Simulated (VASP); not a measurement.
TiN, 2 atoms in the cell. Symmetry: Fm-3m, No. 225, cubic system. The conventional cell has a = 4.238 Å, b = 4.238 Å, c = 4.238 Å, α = 90.00°, β = 90.00°, γ = 90.00°. Ti (site symmetry m-3m) has 6 N at 2.12 Å within 2.8 Å. Within 2.8 Å of N (site symmetry m-3m) lie 6 Ti at 2.12 Å. 

```yaml
Program: VASP 6.6.1
Task: relaxation of cell and atoms
Functional: PBEsol
Potentials_or_basis: VASP PAW PBE potentials, release 64 (Ti_sv, N)
Cutoff: 600 eV
k_mesh: 11 × 11 × 11
Occupations: gaussian, width 0.1 eV
Spin: no spin polarisation
Dipole_correction: no
Further_INCAR_settings: ALGO = Normal; EDIFF = 1e-07; IBRION = 2; EDIFFG = -0.05; NSW = 80; ISIF = 3
```

Potentials or basis: VASP PAW PBE potentials, release 64 (Ti_sv, N).

Launch:

```console
$ cat potpaw_PBE.64/Ti_sv/POTCAR potpaw_PBE.64/N/POTCAR > POTCAR
$ mpirun -np 1 vasp_std > vasp.out
```

Hardware: 1 thread of Intel(R) Xeon(R) Platinum 8488C (Sapphire Rapids), with other jobs on the host.

Problem. How long does it take, and how much memory?

Solution. Wall time 35 s on 1 thread of Intel(R) Xeon(R) Platinum 8488C (Sapphire Rapids), with other jobs on the host, peak memory 0.15 GiB. Counts: scf iterations 41, k points 56, ion steps 3.
